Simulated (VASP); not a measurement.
A run of VASP 6.6.1 is set up as follows.

Contents of INCAR:

```
ALGO = Normal
DIPOL = 0.5 0.5 0.337
EDIFF = 1E-6
ENCUT = 520
GGA = CA
IDIPOL = 3
ISIF = 2
ISMEAR = 0
LASPH = True
LCHARG = False
LDIPOL = True
LREAL = Auto
LWAVE = False
NBANDS = 64
NELM = 60
PREC = Accurate
SIGMA = 0.05
```

Contents of KPOINTS:

```
k-points
0
Gamma
  4 4 1
```

File POSCAR:

```
Si3H2C2
1.0
    6.1223116280      0.0000000000      0.0000000000
    0.0000000000      6.1223116280      0.0000000000
    0.0000000000      0.0000000000     18.0336064671
Si C H
12 8 8
Direct
    0.2500000000      0.2500000000      0.2691906584
    0.2500000000      0.7500000000      0.2691906584
    0.7500000000      0.2500000000      0.2691906584
    0.7500000000      0.7500000000      0.2691906584
    0.5010101970      0.5090169413      0.3905230426
    0.5010101970     -0.0090169413      0.3905230426
   -0.0010102539      0.5090168458      0.3905229808
   -0.0010102539     -0.0090168458      0.3905229808
    0.7500003241      0.7500000000      0.5116065870
    0.7500011293      0.2500000000      0.5126258554
    0.2499992675      0.7500000000      0.5342369198
    0.2499999236      0.2500000000      0.4887662592
    0.7500000000      0.5000000000      0.3292053881
    0.7500000000      0.0000000000      0.3292053881
    0.2500000000      0.5000000000      0.3292053881
    0.2500000000      0.0000000000      0.3292053881
    0.0045144604      0.7500000000      0.4520001872
   -0.0114666967      0.2500000000      0.4422853839
    0.4954852099      0.7500000000      0.4520004950
    0.5114673078      0.2500000000      0.4422858317
    0.1018236707      0.2500000000      0.2043633518
    0.3981348503      0.2500000000      0.2043580857
    0.3981348503      0.7500000000      0.2043580857
    0.1018236707      0.7500000000      0.2043633518
    0.6018651497      0.2500000000      0.2043580857
    0.8981763293      0.2500000000      0.2043633518
    0.8981763293      0.7500000000      0.2043633518
    0.6018651497      0.7500000000      0.2043580857
```

Potentials or basis: VASP PAW LDA potentials, release 64 (Si, C, H).

Launch:

```console
$ cat potpaw_LDA.64/Si/POTCAR potpaw_LDA.64/C/POTCAR potpaw_LDA.64/H/POTCAR > POTCAR
$ mpirun -np 1 vasp_std > vasp.out
```

(1) Predict the largest force.

(2) Estimate the band gap on the k mesh.

Results:

(1) 3.096 eV/Å.

(2) zero (band 44 reaches 1.38 eV, above the bottom of band 45 at 0.23 eV).
